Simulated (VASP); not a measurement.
Wanted: the native input for a VASP 6.6.1 run.

```
Task                   : single point
Functional             : PBE
Potentials or basis    : VASP PAW PBE potentials, release 64 (Si, C)
Cutoff                 : 520 eV
k mesh                 : 6 × 6 × 6
Occupations            : gaussian, width 0.1 eV
Spin                   : no spin polarisation
Dipole correction      : no
Further INCAR settings : ALGO = Normal; EDIFF = 1e-06; NBANDS = 18
```

The structure of Si2C3 lies in POSCAR:

```
Si2C3
1.0
   -2.4377424200      2.4377424200      3.5041069500
    2.4377424200     -2.4377424200      3.5041069500
    2.4377424200      2.4377424200     -3.5041069500
Si C
2 3
Direct
    0.5000000000      0.0000000000      0.5000000000
    0.0000000000      0.5000000000      0.5000000000
    0.5000000000      0.5000000000      0.0000000000
    0.7752449800      0.7752449800      0.0000000000
    0.2247550200      0.2247550200      0.0000000000
```

The cell was generated, and may not be a known phase.

These files were run (other wordings do the same):

INCAR

```
  PREC = Accurate
  ENCUT = 520
  EDIFF = 1E-6
  ISMEAR = 0
  SIGMA = 0.1
  LREAL = False
  LASPH = True
  NELM = 100
  ALGO = Normal
  ISIF = 2
  LWAVE = False
  LCHARG = False
  GGA = PE
  NBANDS = 18
```

KPOINTS

```
Automatic mesh
0
Gamma
  6 6 6
```

Potentials or basis: VASP PAW PBE potentials, release 64 (Si, C).

Run with:

```bash
$ cat potpaw_PBE.64/Si/POTCAR potpaw_PBE.64/C/POTCAR > POTCAR
$ mpirun -np 1 vasp_std > vasp.out
```

It gave:

```
Pressure               : -27.1 GPa
Largest force          : 2.092 eV/Å
Band gap on the k mesh : zero (bands 10 and 11 overlap by 1.63 eV)
```

Caveat: the stress differs along the axes, from -40 to -20 GPa; forces of over 1 eV/Å act on the atoms, so gaps and moduli don't describe the material at rest.

Run time: 44 s on 1 thread of Intel(R) Xeon(R) Platinum 8259CL CPU @ 2.50GHz (Skylake/Cascade Lake), with other jobs on the host, peak memory 0.23 GiB.
